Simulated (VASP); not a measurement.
# LiNbO3 (R-3c) in VASP: notebook

Runs on LiNbO3. Level: PBE. Tasks: single point.

All numbers are computed with VASP 6.6.1; they aren't measurements. Logs are shortened: lines on timing, memory, paths and dates and some standing lists are left out, and cuts for length are marked.

### 1 The cell of the first run

The structure is trigonal, space group R-3c (No. 167). Conventional cell: a = 5.112 Å, b = 5.112 Å, c = 14.402 Å, α = 90.00°, β = 90.00°, γ = 120.00°. Within 2.6 Å of Li (site symmetry 32) lie 3 O at 1.99 Å. Within 2.6 Å of Nb (site symmetry -3) lie 6 O at 1.98 Å. Within 2.6 Å of O (site symmetry 2) lie 2 Nb at 1.98 Å and 1 Li at 1.99 Å.

### 2 Single point, PBE

File INCAR:

```
SYSTEM = LiNbO3
PREC = Accurate
ENCUT = 520
EDIFF = 1E-6
ISMEAR = 0
SIGMA = 0.05
LREAL = .FALSE.
LASPH = .TRUE.
NELM = 80
ALGO = Normal
ISIF = 2
LWAVE = .FALSE.
LCHARG = .FALSE.
GGA = PE
NBANDS = 45
```

File KPOINTS:

```
Automatic mesh
0
G
  6 6 6
  0 0 0
```

File POSCAR:

```
LiNbO3
1.0
    2.5559574486      1.4756827210      4.8005992799
   -2.5559574486      1.4756827210      4.8005992799
    0.0000000000     -2.9513654419      4.8005992799
Li Nb O
2 2 6
Direct
    0.2500000000      0.2500000000      0.2500000000
    0.7500000000      0.7500000000      0.7500000000
    0.0000000000      0.0000000000      0.0000000000
    0.5000000000      0.5000000000      0.5000000000
    0.1399083177      0.3600916823      0.7500000000
    0.7500000000      0.1399083177      0.3600916823
    0.3600916823      0.7500000000      0.1399083177
    0.8600916823      0.6399083177      0.2500000000
    0.2500000000      0.8600916823      0.6399083177
    0.6399083177      0.2500000000      0.8600916823
```

Potentials or basis: VASP PAW PBE potentials, release 64 (Li_sv, Nb_sv, O).

Started as:

```bash
$ cat potpaw_PBE.64/Li_sv/POTCAR potpaw_PBE.64/Nb_sv/POTCAR potpaw_PBE.64/O/POTCAR > POTCAR
$ mpirun -np 1 vasp_std > vasp.out
```

OUTCAR:

```text
SYSTEM = LiNbO3
   PREC = Accurate
   ENCUT = 520
   EDIFF = 1E-6
   ISMEAR = 0
   LREAL = .FALSE.
   LASPH = .TRUE.
   NELM = 80
   ISIF = 2
   GGA = PE

 ion  position               nearest neighbor table
   1  0.250  0.250  0.250-   9 1.99  10 1.99   8 1.99
   2  0.750  0.750  0.750-   6 1.99   7 1.99   5 1.99
   3  0.000  0.000  0.000-   6 1.98   9 1.98   8 1.98   5 1.98   7 1.98  10 1.98
   4  0.500  0.500  0.500-   7 1.98  10 1.98   8 1.98   5 1.98   9 1.98   6 1.98
   5  0.140  0.360  0.750-   3 1.98   4 1.98   2 1.99
   6  0.750  0.140  0.360-   3 1.98   4 1.98   2 1.99
   7  0.360  0.750  0.140-   4 1.98   3 1.98   2 1.99
   8  0.860  0.640  0.250-   3 1.98   4 1.98   1 1.99
   9  0.250  0.860  0.640-   3 1.98   4 1.98   1 1.99
  10  0.640  0.250  0.860-   4 1.98   3 1.98   1 1.99

  LATTYP: Found a trigonal (rhomboedric) cell.
 ALAT       =     5.6352738548
 COS(alpha) =     0.5885593643

  Lattice vectors:

 A1 = (   2.5559574486,   1.4756827210,   4.8005992799)
 A2 = (  -2.5559574486,   1.4756827210,   4.8005992799)
 A3 = (   0.0000000000,  -2.9513654419,   4.8005992799)

Analysis of symmetry for initial positions (statically):
=====================================================================
 Subroutine PRICEL returns:
 Original cell was already a primitive cell.

 Routine SETGRP: Setting up the symmetry group for a
 trigonal (rhombohedral) supercell.

 Subroutine GETGRP returns: Found 12 space group operations
 (whereof  6 operations were pure point group operations)
 out of a pool of 12 trial point group operations.

The static configuration has the point symmetry S_6 .
 The point group associated with its full space group is D_3d.

Analysis of symmetry for dynamics (positions and initial velocities):
=====================================================================
 Subroutine PRICEL returns:
 Original cell was already a primitive cell.

 Routine SETGRP: Setting up the symmetry group for a
 trigonal (rhombohedral) supercell.

 Subroutine GETGRP returns: Found 12 space group operations
 (whereof  6 operations were pure point group operations)
 out of a pool of 12 trial point group operations.

The dynamic configuration has the point symmetry S_6 .
 The point group associated with its full space group is D_3d.

 Subroutine INISYM returns: Found 12 space group operations
 (whereof  6 operations are pure point group operations),
 and found     1 'primitive' translations

----------------------------------------------------------------------------------------

                                     Primitive cell

  volume of cell :     108.6409

  direct lattice vectors                    reciprocal lattice vectors
     2.555957449  1.475682721  4.800599280     0.195621410  0.112942074  0.069435775
    -2.555957449  1.475682721  4.800599280    -0.195621410  0.112942074  0.069435775
     0.000000000 -2.951365442  4.800599280     0.000000000 -0.225884147  0.069435775

  length of vectors
     5.635273855  5.635273855  5.635273855     0.236315414  0.236315414  0.236315414

  position of ions in fractional coordinates (direct lattice)
     0.250000000  0.250000000  0.250000000
     0.750000000  0.750000000  0.750000000
     0.000000000  0.000000000  0.000000000
     0.500000000  0.500000000  0.500000000
     0.139908318  0.360091682  0.750000000
     0.750000000  0.139908318  0.360091682
     0.360091682  0.750000000  0.139908318
     0.860091682  0.639908318  0.250000000
     0.250000000  0.860091682  0.639908318
     0.639908318  0.250000000  0.860091682

  ion indices of the primitive-cell ions
   primitive index   ion index
                 1           1
                 2           2
                 3           3
                 4           4
                 5           5
                 6           6
                 7           7
                 8           8
                 9           9
                10          10

----------------------------------------------------------------------------------------

 KPOINTS: Automatic mesh

Automatic generation of k-mesh.
 Grid dimensions read from file:
 generate k-points for:    6    6    6

 Generating k-lattice:

  Cartesian coordinates                     Fractional coordinates (reciprocal lattice)
     0.032603568  0.018823679  0.011572629     0.166666667  0.000000000  0.000000000
    -0.032603568  0.018823679  0.011572629     0.000000000  0.166666667  0.000000000
     0.000000000 -0.037647358  0.011572629    -0.000000000 -0.000000000  0.166666667

  Length of vectors
     0.039385902  0.039385902  0.039385902

  Shift w.r.t. Gamma in fractional coordinates (k-lattice)
     0.000000000  0.000000000  0.000000000

 Subroutine IBZKPT returns following result:
 ===========================================

 Found     32 irreducible k-points:

 Following reciprocal coordinates:
            Coordinates               Weight
  0.000000  0.000000  0.000000      1.000000
  0.166667  0.000000  0.000000      6.000000
  0.333333  0.000000  0.000000      6.000000
  0.500000  0.000000  0.000000      3.000000
  0.166667  0.166667  0.000000      6.000000
  0.333333  0.166667 -0.000000     12.000000
[... 16 lines left out ...]
  0.500000  0.500000  0.166667      6.000000
 -0.333333  0.500000  0.166667     12.000000
 [... further k-points ...]
   k-points           NKPTS =     32   k-points in BZ     NKDIM =     32   number of bands    NBANDS=     45
   number of dos      NEDOS =    301   number of ions     NIONS =     10
   total plane-waves  NPLWV =  74088
   dimension x,y,z NGX =    42 NGY =   42 NGZ =   42
   dimension x,y,z NGXF=    84 NGYF=   84 NGZF=   84
   ions per type =               2   2   6
   NGX,Y,Z   is equivalent  to a cutoff of  12.39, 12.39, 12.39 a.u.
   NGXF,Y,Z  is equivalent  to a cutoff of  24.78, 24.78, 24.78 a.u.
 SYSTEM =  LiNbO3
   PREC   = accura    normal or accurate (medium, high low for compatibility)
   ISTART =      0    job   : 0-new  1-cont  2-samecut
   ICHARG =      2    charge: 1-file 2-atom 10-const
   ISPIN  =      1    spin polarized calculation?
   LNONCOLLINEAR =      F non collinear calculations
   LSORBIT =      F    spin-orbit coupling
   LASPH  =      T    aspherical Exc in radial PAW
   ENCUT  =  520.0 eV  38.22 Ry    6.18 a.u.  10.48 10.48 10.48*2*pi/ulx,y,z
   NELM   =     80;   NELMIN=  2; NELMDL= -5     # of ELM steps
   EDIFF  = 0.1E-05   stopping-criterion for ELM
   LREAL  =      F    real-space projection
   EDIFFG = 0.1E-04   stopping-criterion for IOM
   NSW    =      0    number of steps for IOM
   IBRION =     -1    ionic relax: 0-MD 1-quasi-New 2-CG
   NFREE  =      0    steps in history (QN), initial steepest desc. (CG)
   ISIF   =      2    stress and relaxation
   ISYM   =      2    0-nonsym 1-usesym 2-fastsym
   POTIM  = 0.5000    time-step for ionic-motion
   TEBEG  =    0.0;   TEEND  =   0.0 temperature during run
   PSTRESS=    0.0 pullay stress
   NELECT =      68.0000    total number of electrons
   NUPDOWN=      -1.0000    fix difference up-down
   EMIN   =  10.00;   EMAX   =-10.00  energy-range for DOS
   EFERMI =   0.00;   METHOD = LEGACY
   ISMEAR =     0;   SIGMA  =   0.05  broadening in eV -4-tet -1-fermi 0-gaus
   EFERMI_NEDOS =   21; number of points for ismear=-14 and -15
   IALGO  =     38    algorithm
   IMIX   =      4    mixing-type and parameters
     AMIX     =   0.40;   BMIX     =  1.00
     AMIX_MAG =   1.60;   BMIX_MAG =  1.00
  volume/ion in A,a.u.               =      10.86        73.31
  Fermi-wavevector in a.u.,A,eV,Ry     =   1.400383  2.646339 26.681995  1.961071
  Thomas-Fermi vector in A             =   2.523349
   LORBIT       =      0    0 simple, 1 ext, 2 COOP (PROOUT), +10 PAW based schemes
   GGA     = PE    functional components
   LHFCALC =     F    Hartree Fock is set to
   AEXX    =    0.0000 exact exchange contribution
   IVDW    =     0    specifies the selected vdW correction
   LEPSILON=     F    determine dielectric tensor
   LRPA    =     F    only Hartree local field effects (RPA)
 non-spin polarized calculation
 Gauss-broadening in eV      SIGMA  =   0.05
  energy-cutoff  :      520.00
  volume of cell :      108.64
 maximum number of plane-waves:      2955
 NGX is ok and might be reduce to    42
   NGX = 21   NGY = 21   NGZ = 21

 number of electron      68.0000004 magnetization

 Free energy of the ion-electron system (eV)
  ---------------------------------------------------
  ext. energy  EPLUGINS =         0.00000000
  ---------------------------------------------------
  free energy    TOTEN  =       -79.51236732 eV

  energy without entropy =      -79.51236732  energy(sigma->0) =      -79.51236732

 E-fermi :   3.9518     XC(G=0): -10.6594

 val. band max:        3.6218738821   @ k =  -0.1667   0.1667   0.0000
 cond. band min:       5.9853652180   @ k =   0.5000   0.5000   0.0000
 fundamental gap:      2.3634913359
 Fermi energy:         3.9517836009

 k-point     1 :       0.0000    0.0000    0.0000
  band No.  band energies     occupation
      1     -50.9106      2.00000
      2     -50.8967      2.00000
      3     -39.4972      2.00000
      4     -39.4956      2.00000
      5     -27.1438      2.00000
      6     -27.1438      2.00000
[... 37 lines left out ...]
     44      14.3878      0.00000
     45      14.8256      0.00000

 k-point     2 :       0.1667    0.0000    0.0000
  band No.  band energies     occupation
      1     -50.9096      2.00000
      2     -50.8976      2.00000
      3     -39.4971      2.00000
      4     -39.4958      2.00000
      5     -27.1345      2.00000
      6     -27.1339      2.00000
[... 1048 lines left out ...]
 k-point    24 :      -0.3333    0.5000    0.1667
  band No.  band energies     occupation
      1     -50.9047      2.00000
      2     -50.9024      2.00000
      3     -39.4966      2.00000
      4     -39.4963      2.00000
      5     -27.1549      2.00000
      6     -27.1508      2.00000
[... 37 lines left out ...]
     44      13.2251      0.00000
     45      13.5623      0.00000

 [... further k-points ...]

------------------------ aborting loop because EDIFF is reached ----------------------------------------

  FORCE on cell =-STRESS in cart. coord.  units (eV):
  Direction    XX          YY          ZZ          XY          YZ          ZX
  --------------------------------------------------------------------------------------
  -------------------------------------------------------------------------------------
  Total        4.6920351      4.6920351     -3.1353120      0.0000000     -0.0000000      0.0000000
  in kB       69.1956053     69.1956053    -46.2378917      0.0000000     -0.0000000      0.0000000
  external PRESSURE =      30.7177730 kB  Pullay stress =       0.0000000 kB

 VOLUME and BASIS-vectors are now :
 -----------------------------------------------------------------------------
  energy-cutoff  :      520.00
  volume of cell :      108.64
      direct lattice vectors                 reciprocal lattice vectors
     2.555957449  1.475682721  4.800599280     0.195621410  0.112942074  0.069435775
    -2.555957449  1.475682721  4.800599280    -0.195621410  0.112942074  0.069435775
     0.000000000 -2.951365442  4.800599280     0.000000000 -0.225884147  0.069435775

 POSITION                                       TOTAL-FORCE (eV/Angst)
 -----------------------------------------------------------------------------------
      0.00000      0.00000      3.60045        -0.000000     -0.000000      0.000000
      0.00000      0.00000     10.80135        -0.000000     -0.000000      0.000000
      0.00000      0.00000      0.00000        -0.000000     -0.000000      0.000000
      0.00000      0.00000      7.20090        -0.000000     -0.000000      0.000000
     -0.56278     -1.47568      6.00075        -0.440406     -0.000000     -0.000000
      1.55937      0.25046      6.00075         0.220203     -0.381402      0.000000
     -0.99659      1.22522      6.00075         0.220203      0.381402      0.000000
      0.56278      1.47568      8.40105         0.440406     -0.000000      0.000000
     -1.55937     -0.25046      8.40105        -0.220203      0.381402      0.000000
      0.99659     -1.22522      8.40105        -0.220203     -0.381402      0.000000
 -----------------------------------------------------------------------------------
    total drift:                                0.000000     -0.000000     -0.000000

  FREE ENERGIE OF THE ION-ELECTRON SYSTEM (eV)
  ---------------------------------------------------
  free  energy   TOTEN  =       -79.5123673230 eV

  energy  without entropy=      -79.5123673230  energy(sigma->0) =      -79.51236732
```

Run time: 1.8 min. Hardware: 1 thread of Intel Xeon 6975P-C (Granite Rapids), shared host; peak memory 0.31 GiB.

What came out:

```yaml
Free_energy: -79.5124 eV
Largest_force: 0.440 eV/Å
Band_gap_on_the_k_mesh: 2.36 eV (least direct gap 2.52 eV)
```

Forces on the atoms (eV/Å):
```
Li   0.000  0.000  0.000
Li   0.000  0.000  0.000
Nb   0.000  0.000  0.000
Nb   0.000  0.000  0.000
O   -0.440  0.000  0.000
O    0.220 -0.381  0.000
O    0.220  0.381  0.000
O    0.440  0.000  0.000
O   -0.220  0.381  0.000
O   -0.220 -0.381  0.000
```

Caveat: the cutoff is under 1.25 times the usual one of these potentials, so pressure, stress and relaxed cells hold a basis-set (Pulay) error. A k mesh can miss the band edges.

[end of part 1 of 2]
